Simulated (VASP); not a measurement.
TiAl, 2 atoms in the cell. The structure is hexagonal, space group P-6m2 (No. 187). The conventional cell has a = 2.824 Å, b = 2.824 Å, c = 4.818 Å, α = 90.00°, β = 90.00°, γ = 120.00°. Ti (site symmetry -6m2) has 6 Ti at 2.82 Å and 6 Al at 2.91 Å within 3.7 Å. Al (site symmetry -6m2) has 6 Al at 2.82 Å and 6 Ti at 2.91 Å within 3.7 Å.  This cell differs from its parent crystal: strain -0.015 along x and y, +0.030 along z.

| Item | Value |
| --- | --- |
| Program | VASP 6.6.1 |
| Task | single point |
| Functional | PBEsol |
| Potentials or basis | VASP PAW PBE potentials, release 64 (Ti_sv, Al) |
| Cutoff | 520 eV |
| k mesh | 18 × 18 × 10 |
| Occupations | gaussian, width 0.15 eV |
| Spin | no spin polarisation |
| Dipole correction | no |
| Further INCAR settings | ALGO = Fast; EDIFF = 1e-06; NBANDS = 14 |

Potentials or basis: VASP PAW PBE potentials, release 64 (Ti_sv, Al).

Launch:

```bash
$ cat potpaw_PBE.64/Ti_sv/POTCAR potpaw_PBE.64/Al/POTCAR > POTCAR
$ mpirun -np 1 vasp_std > vasp.out
```

Hardware: 1 thread of Intel(R) Xeon(R) 6975P-C (Granite Rapids), with other jobs on the host.

Task: Estimate the wall time of this run.

Result: Run time: 78 s on 1 thread of Intel(R) Xeon(R) 6975P-C (Granite Rapids), on a shared host, peak memory 0.23 GiB. Counts: scf iterations 29, k points 222.
